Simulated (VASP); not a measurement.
# PbSe (I4/mmm) in VASP: single point with r2SCAN

Aim: the single point of PbSe with r2SCAN.

Program: VASP 6.6.1. These are calculated values, not measurements. Logs are shortened: lines on timing, memory, paths and dates and some standing lists are left out, and cuts for length are marked.

### 1 The cell of the first run

It takes space group I4/mmm (No. 139, tetragonal). The conventional cell has a = 4.499 Å, b = 4.499 Å, c = 6.139 Å, α = 90.00°, β = 90.00°, γ = 90.00°. Pb (site symmetry 4/mmm) has 6 Se at 3.07 to 3.18 Å within 4.0 Å. Se (site symmetry 4/mmm) has 6 Pb at 3.07 to 3.18 Å within 4.0 Å.

### 2 Single point, r2SCAN, non-collinear spin, zero start, spin-orbit coupling (epitaxial xy strain +3.0%)

POSCAR

```
PbSe
1.0
    0.0000000000      3.1813632861      3.0694827967
    3.1813632861      0.0000000000      3.0694827967
    3.1813632861      3.1813632861      0.0000000000
Pb Se
1 1
Direct
    0.0000000000      0.0000000000      0.0000000000
    0.5000000000      0.5000000000      0.5000000000
```

INCAR.step1

```
PREC = Accurate ; ENCUT = 520
ISMEAR = -1 ; SIGMA = 0.02
LREAL = F ; LASPH = T
NELM = 150 ; MAGMOM = 0 0 0 0 0 0
LSORBIT = T ; GGA_COMPAT = F
NBANDS = 32 ; GGA = PE
ALGO = Normal ; EDIFF = 1E-4
LWAVE = T ; LCHARG = F
```

INCAR.step2

```
PREC = Accurate ; ENCUT = 520
EDIFF = 1E-6 ; ISMEAR = -1
SIGMA = 0.02 ; LREAL = F
LASPH = T ; NELM = 150
ALGO = Normal ; ISIF = 2
LWAVE = F ; LCHARG = F
MAGMOM = 0 0 0 0 0 0 ; LORBIT = 11
LSORBIT = T ; GGA_COMPAT = F
LORBMOM = T ; METAGGA = R2SCAN
LMIXTAU = T ; NBANDS = 32
ISTART = 1
```

KPOINTS

```
regular mesh
0
Gamma
  8 8 8
```

Potentials or basis: VASP PAW PBE potentials, release 64 (Pb_d, Se).

On the command line:

```sh
cat potpaw_PBE.64/Pb_d/POTCAR potpaw_PBE.64/Se/POTCAR > POTCAR
cp INCAR.step1 INCAR
mpirun -np 1 vasp_ncl > vasp.out
cp INCAR.step2 INCAR
mpirun -np 1 vasp_ncl > vasp.out
```

OUTCAR:

```text
PREC = Accurate
   ENCUT = 520
   EDIFF = 1E-6
   ISMEAR = -1
   LREAL = F
   LASPH = T
   NELM = 150
   ISIF = 2
   LORBIT = 11
   LSORBIT = T
   METAGGA = R2SCAN
   ISTART = 1

 ion  position               nearest neighbor table
   1  0.000  0.000  0.000-   2 3.07   2 3.07   2 3.18   2 3.18   2 3.18   2 3.18
   2  0.500  0.500  0.500-   1 3.07   1 3.07   1 3.18   1 3.18   1 3.18   1 3.18

  LATTYP: Found a body centered tetragonal cell.
 ALAT       =     4.4991271060
 C/A-ratio  =     1.3644792531

  Lattice vectors:

 A1 = (   0.0000000000,  -3.1813632861,  -3.0694827967)
 A2 = (   0.0000000000,   3.1813632861,  -3.0694827967)
 A3 = (   3.1813632861,   0.0000000000,   3.0694827967)

Analysis of symmetry for initial positions (statically):
=====================================================================
 Subroutine PRICEL returns:
 Original cell was already a primitive cell.

 Routine SETGRP: Setting up the symmetry group for a
 body centered tetragonal supercell.

 Subroutine GETGRP returns: Found 16 space group operations
 (whereof 16 operations were pure point group operations)
 out of a pool of 16 trial point group operations.

The static configuration has the point symmetry D_4h.

Analysis of symmetry for dynamics (positions and initial velocities):
=====================================================================
 Subroutine PRICEL returns:
 Original cell was already a primitive cell.

 Routine SETGRP: Setting up the symmetry group for a
 body centered tetragonal supercell.

 Subroutine GETGRP returns: Found 16 space group operations
 (whereof 16 operations were pure point group operations)
 out of a pool of 16 trial point group operations.

The dynamic configuration has the point symmetry D_4h.

Analysis of structural, dynamic, and magnetic symmetry:
=====================================================================
 Subroutine PRICEL returns:
 Original cell was already a primitive cell.

 Routine SETGRP: Setting up the symmetry group for a
 body centered tetragonal supercell.

 Subroutine GETGRP returns: Found 16 space group operations
 (whereof 16 operations were pure point group operations)
 out of a pool of 16 trial point group operations.

The overall configuration has the point symmetry D_4h.

 Subroutine INISYM returns: Found 16 space group operations
 (whereof 16 operations are pure point group operations),
 and found     1 'primitive' translations

----------------------------------------------------------------------------------------

                                     Primitive cell

  volume of cell :      62.1329

  direct lattice vectors                    reciprocal lattice vectors
     0.000000000  3.181363286  3.069482797    -0.157165327  0.157165327  0.162893892
     3.181363286  0.000000000  3.069482797     0.157165327 -0.157165327  0.162893892
     3.181363286  3.181363286  0.000000000     0.157165327  0.157165327 -0.162893892

  length of vectors
     4.420723583  4.420723583  4.499127106     0.275565419  0.275565419  0.275565419

  position of ions in fractional coordinates (direct lattice)
     0.000000000  0.000000000  0.000000000
     0.500000000  0.500000000  0.500000000

  ion indices of the primitive-cell ions
   primitive index   ion index
                 1           1
                 2           2

----------------------------------------------------------------------------------------

 KPOINTS: regular mesh

Automatic generation of k-mesh.
 Grid dimensions read from file:
[... 94 lines left out ...]
   LEPSILON=     F    determine dielectric tensor
   LRPA    =     F    only Hartree local field effects (RPA)
  energy-cutoff  :      520.00
  volume of cell :       62.13
 maximum number of plane-waves:      3374
 NGX is ok and might be reduce to    36
   NGX = 17   NGY = 17   NGZ = 17

 number of electron      19.9999999 magnetization      -0.0000000      0.0000000      0.0000000

 number of electron      19.9999999 magnetization       0.0000000     -0.0000000     -0.0000000

 Free energy of the ion-electron system (eV)
  ---------------------------------------------------
  ext. energy  EPLUGINS =         0.00000000
  ---------------------------------------------------
  free energy    TOTEN  =       -72.29321509 eV

  energy without entropy =      -72.29321439  energy(sigma->0) =      -72.29321474

 E-fermi :   4.0930     XC(G=0):  -9.6733

 val. band max:        3.9109308112   @ k =   0.5000  -0.0000   0.0000
 cond. band min:       4.2750978146   @ k =   0.5000  -0.0000   0.0000
 fundamental gap:      0.3641670035
 Fermi energy:         4.0930143688

 k-point     1 :       0.0000    0.0000    0.0000
  band No.  band energies     occupation
      1     -14.8795      1.00000
      2     -14.8795      1.00000
      3     -14.8642      1.00000
      4     -14.8642      1.00000
      5     -12.3094      1.00000
      6     -12.3094      1.00000
[... 829 lines left out ...]
     31      14.0328      0.00000
     32      14.0328      0.00000

 [... further k-points ...]

------------------------ aborting loop because EDIFF is reached ----------------------------------------

  FORCE on cell =-STRESS in cart. coord.  units (eV):
  Direction    XX          YY          ZZ          XY          YZ          ZX
  --------------------------------------------------------------------------------------
  -------------------------------------------------------------------------------------
  Total       -1.3360306     -1.3360306     -0.0771683      0.0000000      0.0000000     -0.0000000
  in kB      -34.4512721    -34.4512721     -1.9898842      0.0000000      0.0000000     -0.0000000
  external PRESSURE =     -23.6308095 kB  Pullay stress =       0.0000000 kB

 VOLUME and BASIS-vectors are now :
 -----------------------------------------------------------------------------
  energy-cutoff  :      520.00
  volume of cell :       62.13
      direct lattice vectors                 reciprocal lattice vectors
     0.000000000  3.181363286  3.069482797    -0.157165327  0.157165327  0.162893892
     3.181363286  0.000000000  3.069482797     0.157165327 -0.157165327  0.162893892
     3.181363286  3.181363286  0.000000000     0.157165327  0.157165327 -0.162893892

 POSITION                                       TOTAL-FORCE (eV/Angst)
 -----------------------------------------------------------------------------------
      0.00000      0.00000      0.00000         0.000000     -0.000000     -0.000000
      3.18136      3.18136      3.06948        -0.000000      0.000000      0.000000
 -----------------------------------------------------------------------------------
    total drift:                                0.000000      0.000000      0.000000

  FREE ENERGIE OF THE ION-ELECTRON SYSTEM (eV)
  ---------------------------------------------------
  free  energy   TOTEN  =       -72.2932150929 eV

  energy  without entropy=      -72.2932143908  energy(sigma->0) =      -72.29321474

 orbital moment (x)

 # of ion     p       d       tot
 ----------------------------------------
  1         0.000  -0.000  -0.000
  2         0.000  -0.000  -0.000
 ----------------------------------------
            0.000  -0.000  -0.000

 orbital moment (y)

 # of ion     p       d       tot
 ----------------------------------------
  1         0.000   0.000   0.000
  2         0.000   0.000   0.000
 ----------------------------------------
            0.000   0.000   0.000

 orbital moment (z)

 # of ion     p       d       tot
 ----------------------------------------
  1         0.000   0.000   0.000
  2         0.000   0.000   0.000
 ----------------------------------------
            0.000   0.000   0.000

 Spin-Orbit-Coupling matrix elements

 Ion:    1  E_soc:     -0.7766095
 l=   1
     0.0000000    -0.0657347    -0.0629182
    -0.0657347     0.0000000    -0.0657347
    -0.0629182    -0.0657347     0.0000000
 l=   2
     0.0000000    -0.0129733     0.0000000    -0.0129733    -0.0516783
    -0.0129733     0.0000000    -0.0387384    -0.0129732    -0.0129212
     0.0000000    -0.0387384     0.0000000    -0.0387384     0.0000000
    -0.0129733    -0.0129732    -0.0387384     0.0000000    -0.0129212
    -0.0516783    -0.0129212     0.0000000    -0.0129212     0.0000000
 l=   3
     0.0000000     0.0000000     0.0000000     0.0000000     0.0000000     0.0000000     0.0000000
     0.0000000     0.0000000     0.0000000     0.0000000     0.0000000     0.0000000     0.0000000
     0.0000000     0.0000000     0.0000000     0.0000000     0.0000000     0.0000000     0.0000000
     0.0000000     0.0000000     0.0000000     0.0000000     0.0000000     0.0000000     0.0000000
     0.0000000     0.0000000     0.0000000     0.0000000     0.0000000     0.0000000     0.0000000
     0.0000000     0.0000000     0.0000000     0.0000000     0.0000000     0.0000000     0.0000000
     0.0000000     0.0000000     0.0000000     0.0000000     0.0000000     0.0000000     0.0000000

 Ion:    2  E_soc:     -0.0465074
 l=   1
     0.0000000    -0.0077853    -0.0077151
    -0.0077853     0.0000000    -0.0077853
    -0.0077151    -0.0077853     0.0000000
 l=   2
     0.0000000    -0.0000011     0.0000000    -0.0000011     0.0000103
    -0.0000011     0.0000000     0.0000099    -0.0000016     0.0000028
     0.0000000     0.0000099     0.0000000     0.0000099     0.0000000
    -0.0000011    -0.0000016     0.0000099     0.0000000     0.0000028
     0.0000103     0.0000028     0.0000000     0.0000028     0.0000000
 l=   3
     0.0000000     0.0000000     0.0000000     0.0000000     0.0000000     0.0000000     0.0000000
     0.0000000     0.0000000     0.0000000     0.0000000     0.0000000     0.0000000     0.0000000
     0.0000000     0.0000000     0.0000000     0.0000000     0.0000000     0.0000000     0.0000000
     0.0000000     0.0000000     0.0000000     0.0000000     0.0000000     0.0000000     0.0000000
     0.0000000     0.0000000     0.0000000     0.0000000     0.0000000     0.0000000     0.0000000
     0.0000000     0.0000000     0.0000000     0.0000000     0.0000000     0.0000000     0.0000000
     0.0000000     0.0000000     0.0000000     0.0000000     0.0000000     0.0000000     0.0000000

 total charge

# of ion       s       p       d       tot
------------------------------------------
    1        1.470   0.496   9.830  11.796
    2        1.462   2.359   0.013   3.834
--------------------------------------------------
tot          2.932   2.855   9.843  15.630

 magnetization (x)

# of ion       s       p       d       tot
------------------------------------------
    1        0.000   0.000  -0.000   0.000
    2       -0.000  -0.000   0.000  -0.000
--------------------------------------------------
tot          0.000  -0.000  -0.000   0.000

 magnetization (y)

# of ion       s       p       d       tot
------------------------------------------
    1       -0.000  -0.000   0.000  -0.000
    2       -0.000   0.000  -0.000  -0.000
--------------------------------------------------
tot         -0.000   0.000   0.000  -0.000

 magnetization (z)

# of ion       s       p       d       tot
------------------------------------------
    1        0.000   0.000  -0.000  -0.000
    2       -0.000   0.000   0.000  -0.000
--------------------------------------------------
tot         -0.000   0.000  -0.000  -0.000
```

It took 18 min on 1 thread of Intel Xeon 6975P-C (Granite Rapids), shared host; peak memory 0.56 GiB.

What came out:

```yaml
Free_energy: -72.2932 eV
Pressure: -2.4 GPa
Net_moment: 0.00 μB per cell
Valence_electrons_inside_the_program's_atomic_spheres: Pb 11.80; Se 3.83
```

Moments on the atoms (μB; x, y, z):
```
Pb  0.00 0.00 0.00
Se  0.00 0.00 0.00
```

Caveat: the cell differs from its parent crystal (epitaxial xy strain +3.0%); the PAW data sets were made with another functional, which shifts forces and pressure a little.
